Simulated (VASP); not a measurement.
# ZrS2 (P-3m1) in VASP: single point with PBE

Aim: the single point of ZrS2 with PBE.

Everything below comes from runs of VASP 6.6.1. Logs are shortened: lines on timing, memory, paths and dates and some standing lists are left out, and cuts for length are marked.

**1. The cell of the first run**

It takes space group P-3m1 (No. 164, trigonal). Conventional cell: a = 3.691 Å, b = 3.691 Å, c = 6.041 Å, α = 90.00°, β = 90.00°, γ = 120.00°. Zr (site symmetry -3m) has 6 S at 2.57 Å within 3.4 Å. Within 3.4 Å of S (site symmetry 3m) lie 3 Zr at 2.57 Å.

**2. Single point, PBE**

The input, INCAR:

```
SYSTEM = ZrS2
PREC     = Accurate       ! precision mode
ENCUT    = 500            ! plane-wave cutoff, eV
EDIFF    = 1E-6           ! SCF threshold, eV
ISMEAR   = 0              ! smearing method
SIGMA    = 0.01           ! smearing width, eV
LREAL    = .FALSE.        ! projectors in reciprocal space
LASPH    = .TRUE.         ! aspherical terms in the spheres
NELM     = 120            ! most SCF steps
ALGO     = Normal         ! electronic algorithm
ISIF     = 2              ! what is computed and relaxed
LWAVE    = .FALSE.        ! write WAVECAR
LCHARG   = .TRUE.         ! write CHGCAR
GGA      = PE             ! functional
LELF     = .TRUE.         ! ELF
LVHAR    = .TRUE.       
NBANDS   = 19             ! bands
GGA_COMPAT= .FALSE.
```

The input, KPOINTS:

```
Automatic mesh
0
G
  6 6 2
  0 0 0
```

The input, POSCAR:

```
ZrS2
1.0
    3.6913800000      0.0000000000      0.0000000000
   -1.8456900000      3.1968300000      0.0000000000
    0.0000000000      0.0000000000      6.0410800000
Zr S
1 2
Direct
    0.0000000000      0.0000000000      0.0000000000
    0.6666666667      0.3333333333      0.7620900000
    0.3333333333      0.6666666667      0.2379100000
```

Potentials or basis: VASP PAW PBE potentials, release 64 (Zr_sv, S).

Launch:

```bash
cat potpaw_PBE.64/Zr_sv/POTCAR potpaw_PBE.64/S/POTCAR > POTCAR
mpirun -np 1 vasp_std > vasp.out
```

OUTCAR:

```text
SYSTEM = ZrS2
   PREC = Accurate
   ENCUT = 500
   EDIFF = 1E-6
   ISMEAR = 0
   LREAL = .FALSE.
   LASPH = .TRUE.
   NELM = 120
   ISIF = 2
   GGA = PE

 ion  position               nearest neighbor table
   1  0.000  0.000  0.000-   2 2.57   3 2.57   2 2.57   3 2.57   2 2.57   3 2.57
   2  0.667  0.333  0.762-   1 2.57   1 2.57   1 2.57
   3  0.333  0.667  0.238-   1 2.57   1 2.57   1 2.57

  LATTYP: Found a hexagonal cell.
 ALAT       =     3.6913800000
 C/A-ratio  =     1.6365370133

  Lattice vectors:

 A1 = (   3.6913800000,   0.0000000000,   0.0000000000)
 A2 = (  -1.8456900000,   3.1968300000,   0.0000000000)
 A3 = (   0.0000000000,   0.0000000000,   6.0410800000)

Analysis of symmetry for initial positions (statically):
=====================================================================
 Subroutine PRICEL returns:
 Original cell was already a primitive cell.

 Routine SETGRP: Setting up the symmetry group for a
 hexagonal supercell.

 Subroutine GETGRP returns: Found 12 space group operations
 (whereof 12 operations were pure point group operations)
 out of a pool of 24 trial point group operations.

The static configuration has the point symmetry D_3d.

Analysis of symmetry for dynamics (positions and initial velocities):
=====================================================================
 Subroutine PRICEL returns:
 Original cell was already a primitive cell.

 Routine SETGRP: Setting up the symmetry group for a
 hexagonal supercell.

 Subroutine GETGRP returns: Found 12 space group operations
 (whereof 12 operations were pure point group operations)
 out of a pool of 24 trial point group operations.

The dynamic configuration has the point symmetry D_3d.

 Subroutine INISYM returns: Found 12 space group operations
 (whereof 12 operations are pure point group operations),
 and found     1 'primitive' translations

----------------------------------------------------------------------------------------

                                     Primitive cell

  volume of cell :      71.2891

  direct lattice vectors                    reciprocal lattice vectors
     3.691380000  0.000000000  0.000000000     0.270901397  0.156404939  0.000000000
    -1.845690000  3.196830000  0.000000000     0.000000000  0.312809877  0.000000000
     0.000000000  0.000000000  6.041080000     0.000000000  0.000000000  0.165533315

  length of vectors
     3.691380000  3.691380992  6.041080000     0.312809961  0.312809877  0.165533315

  position of ions in fractional coordinates (direct lattice)
     0.000000000  0.000000000  0.000000000
     0.666666667  0.333333333  0.762090000
     0.333333333  0.666666667  0.237910000

  ion indices of the primitive-cell ions
   primitive index   ion index
                 1           1
                 2           2
                 3           3

----------------------------------------------------------------------------------------

 KPOINTS: Automatic mesh

Automatic generation of k-mesh.
 Grid dimensions read from file:
 generate k-points for:    6    6    2

 Generating k-lattice:

  Cartesian coordinates                     Fractional coordinates (reciprocal lattice)
     0.045150233  0.026067490  0.000000000     0.166666667  0.000000000  0.000000000
     0.000000000  0.052134980  0.000000000     0.000000000  0.166666667  0.000000000
     0.000000000  0.000000000  0.082766658     0.000000000  0.000000000  0.500000000

  Length of vectors
     0.052134994  0.052134980  0.082766658

  Shift w.r.t. Gamma in fractional coordinates (k-lattice)
     0.000000000  0.000000000  0.000000000

 Subroutine IBZKPT returns following result:
 ===========================================

 Found     14 irreducible k-points:

 Following reciprocal coordinates:
            Coordinates               Weight
  0.000000  0.000000  0.000000      1.000000
  0.166667  0.000000  0.000000      6.000000
  0.333333  0.000000  0.000000      6.000000
  0.500000  0.000000  0.000000      3.000000
  0.166667  0.166667  0.000000      6.000000
  0.333333  0.166667  0.000000     12.000000
  0.333333  0.333333  0.000000      2.000000
  0.000000  0.000000  0.500000      1.000000
  0.166667  0.000000  0.500000      6.000000
  0.333333  0.000000  0.500000      6.000000
  0.500000  0.000000  0.500000      3.000000
  0.166667  0.166667  0.500000      6.000000
  0.333333  0.166667  0.500000     12.000000
  0.333333  0.333333  0.500000      2.000000
   k-points           NKPTS =     14   k-points in BZ     NKDIM =     14   number of bands    NBANDS=     19
   number of dos      NEDOS =    301   number of ions     NIONS =      3
   total plane-waves  NPLWV =  37632
   dimension x,y,z NGX =    28 NGY =   28 NGZ =   48
   dimension x,y,z NGXF=    56 NGYF=   56 NGZF=   96
   ions per type =               1   2
   NGX,Y,Z   is equivalent  to a cutoff of  12.61, 12.61, 13.21 a.u.
   NGXF,Y,Z  is equivalent  to a cutoff of  25.22, 25.22, 26.42 a.u.
 SYSTEM =  ZrS2
   PREC   = accura    normal or accurate (medium, high low for compatibility)
   ISTART =      0    job   : 0-new  1-cont  2-samecut
   ICHARG =      2    charge: 1-file 2-atom 10-const
   ISPIN  =      1    spin polarized calculation?
   LNONCOLLINEAR =      F non collinear calculations
   LSORBIT =      F    spin-orbit coupling
   LASPH  =      T    aspherical Exc in radial PAW
   ENCUT  =  500.0 eV  36.75 Ry    6.06 a.u.   6.73  6.73 11.01*2*pi/ulx,y,z
   NELM   =    120;   NELMIN=  2; NELMDL= -5     # of ELM steps
   EDIFF  = 0.1E-05   stopping-criterion for ELM
   LREAL  =      F    real-space projection
   EDIFFG = 0.1E-04   stopping-criterion for IOM
   NSW    =      0    number of steps for IOM
   IBRION =     -1    ionic relax: 0-MD 1-quasi-New 2-CG
   NFREE  =      0    steps in history (QN), initial steepest desc. (CG)
   ISIF   =      2    stress and relaxation
   ISYM   =      2    0-nonsym 1-usesym 2-fastsym
   POTIM  = 0.5000    time-step for ionic-motion
   TEBEG  =    0.0;   TEEND  =   0.0 temperature during run
   PSTRESS=    0.0 pullay stress
   NELECT =      24.0000    total number of electrons
   NUPDOWN=      -1.0000    fix difference up-down
   EMIN   =  10.00;   EMAX   =-10.00  energy-range for DOS
   EFERMI =   0.00;   METHOD = LEGACY
   ISMEAR =     0;   SIGMA  =   0.01  broadening in eV -4-tet -1-fermi 0-gaus
   EFERMI_NEDOS =   21; number of points for ismear=-14 and -15
   IALGO  =     38    algorithm
   IMIX   =      4    mixing-type and parameters
     AMIX     =   0.40;   BMIX     =  1.00
     AMIX_MAG =   1.60;   BMIX_MAG =  1.00
  volume/ion in A,a.u.               =      23.76       160.36
  Fermi-wavevector in a.u.,A,eV,Ry     =   1.138862  2.152136 17.646835  1.297006
  Thomas-Fermi vector in A             =   2.275566
   LORBIT       =      0    0 simple, 1 ext, 2 COOP (PROOUT), +10 PAW based schemes
   GGA     = PE    functional components
   LHFCALC =     F    Hartree Fock is set to
   AEXX    =    0.0000 exact exchange contribution
   IVDW    =     0    specifies the selected vdW correction
   LEPSILON=     F    determine dielectric tensor
   LRPA    =     F    only Hartree local field effects (RPA)
 non-spin polarized calculation
 Gauss-broadening in eV      SIGMA  =   0.01
  energy-cutoff  :      500.00
  volume of cell :       71.29
 maximum number of plane-waves:      1834
 NGX is ok and might be reduce to    28
   NGX = 13   NGY = 13   NGZ = 23

 number of electron      23.9999999 magnetization

 Free energy of the ion-electron system (eV)
  ---------------------------------------------------
  ext. energy  EPLUGINS =         0.00000000
  ---------------------------------------------------
  free energy    TOTEN  =       -21.41327009 eV

  energy without entropy =      -21.41327009  energy(sigma->0) =      -21.41327009

 E-fermi :   4.1707     XC(G=0):  -9.3219

 val. band max:        4.0723705989   @ k =   0.0000   0.0000   0.0000
 cond. band min:       5.1450817081   @ k =   0.5000   0.0000   0.5000
 fundamental gap:      1.0727111092
 Fermi energy:         4.1707275328

 k-point     1 :       0.0000    0.0000    0.0000
  band No.  band energies     occupation
      1     -44.8737      2.00000
      2     -22.9326      2.00000
      3     -22.7805      2.00000
      4     -22.7805      2.00000
      5      -8.4413      2.00000
      6      -7.0496      2.00000
[... 11 lines left out ...]
     18       9.8964      0.00000
     19      10.0236      0.00000

 k-point     2 :       0.1667    0.0000    0.0000
  band No.  band energies     occupation
      1     -44.8694      2.00000
      2     -22.9194      2.00000
      3     -22.8430      2.00000
      4     -22.7940      2.00000
      5      -8.1755      2.00000
      6      -7.1149      2.00000
[... 11 lines left out ...]
     18      10.9552      0.00000
     19      11.5724      0.00000

 k-point     3 :       0.3333    0.0000    0.0000
  band No.  band energies     occupation
      1     -44.8607      2.00000
      2     -22.9661      2.00000
      3     -22.8917      2.00000
      4     -22.8207      2.00000
      5      -7.6337      2.00000
      6      -7.1941      2.00000
[... 11 lines left out ...]
     18      11.5845      0.00000
     19      12.3401      0.00000

 k-point     4 :       0.5000    0.0000    0.0000
  band No.  band energies     occupation
      1     -44.8564      2.00000
      2     -23.0258      2.00000
      3     -22.8783      2.00000
      4     -22.8340      2.00000
      5      -7.4890      2.00000
      6      -7.0608      2.00000
[... 187 lines left out ...]
     18      12.5900      0.00000
     19      12.6756      0.00000

 k-point    13 :       0.3333    0.1667    0.5000
  band No.  band energies     occupation
      1     -44.8564      2.00000
      2     -22.9936      2.00000
      3     -22.8798      2.00000
      4     -22.8660      2.00000
      5      -7.4271      2.00000
      6      -7.1230      2.00000
[... 11 lines left out ...]
     18      11.3070      0.00000
     19      12.0734      0.00000

 k-point    14 :       0.3333    0.3333    0.5000
  band No.  band energies     occupation
      1     -44.8542      2.00000
      2     -22.9489      2.00000
      3     -22.9489      2.00000
      4     -22.8725      2.00000
      5      -7.2085      2.00000
      6      -7.2085      2.00000
[... 11 lines left out ...]
     18      12.3893      0.00000
     19      12.7502      0.00000

------------------------ aborting loop because EDIFF is reached ----------------------------------------

  FORCE on cell =-STRESS in cart. coord.  units (eV):
  Direction    XX          YY          ZZ          XY          YZ          ZX
  --------------------------------------------------------------------------------------
  -------------------------------------------------------------------------------------
  Total        0.0925224      0.0925225      0.5250197      0.0000000     -0.0000000      0.0000000
  in kB        2.0793832      2.0793847     11.7994922      0.0000000     -0.0000000      0.0000000
  external PRESSURE =       5.3194200 kB  Pullay stress =       0.0000000 kB

 VOLUME and BASIS-vectors are now :
 -----------------------------------------------------------------------------
  energy-cutoff  :      500.00
  volume of cell :       71.29
      direct lattice vectors                 reciprocal lattice vectors
     3.691380000  0.000000000  0.000000000     0.270901397  0.156404939  0.000000000
    -1.845690000  3.196830000  0.000000000     0.000000000  0.312809877  0.000000000
     0.000000000  0.000000000  6.041080000     0.000000000  0.000000000  0.165533315

 POSITION                                       TOTAL-FORCE (eV/Angst)
 -----------------------------------------------------------------------------------
      0.00000      0.00000      0.00000         0.000000      0.000000     -0.000000
      1.84569      1.06561      4.60385        -0.000000     -0.000000     -0.038452
     -0.00000      2.13122      1.43723         0.000000      0.000000      0.038452
 -----------------------------------------------------------------------------------
    total drift:                                0.000000      0.000000     -0.000000

  FREE ENERGIE OF THE ION-ELECTRON SYSTEM (eV)
  ---------------------------------------------------
  free  energy   TOTEN  =       -21.4132700864 eV

  energy  without entropy=      -21.4132700864  energy(sigma->0) =      -21.41327009
```

Run time: 22 s. Hardware: 1 thread of Intel Xeon Platinum 8259CL at 2.50GHz (Skylake/Cascade Lake), shared host; peak memory 0.19 GiB.

What came out:

| Quantity | Value |
| --- | --- |
| Free energy | -21.4133 eV |
| Pressure | 0.5 GPa |
| Largest force | 0.038 eV/Å |
| Band gap on the k mesh | 1.07 eV, indirect (least direct gap 1.64 eV) |

Forces in eV/Å, atoms in the order of the input:
```
Zr   0.000  0.000  0.000
S    0.000  0.000 -0.038
S    0.000  0.000  0.038
```

Stress tensor (GPa, compression positive):
```
0.21 0.00 0.00
0.00 0.21 0.00
0.00 0.00 1.18
```

Caveat: the k points lie up to 0.52 Å⁻¹ apart; this functional lacks dispersion, which binds the layers, so the pressure and a relaxed spacing across them are unreliable. A k mesh can miss the band edges.
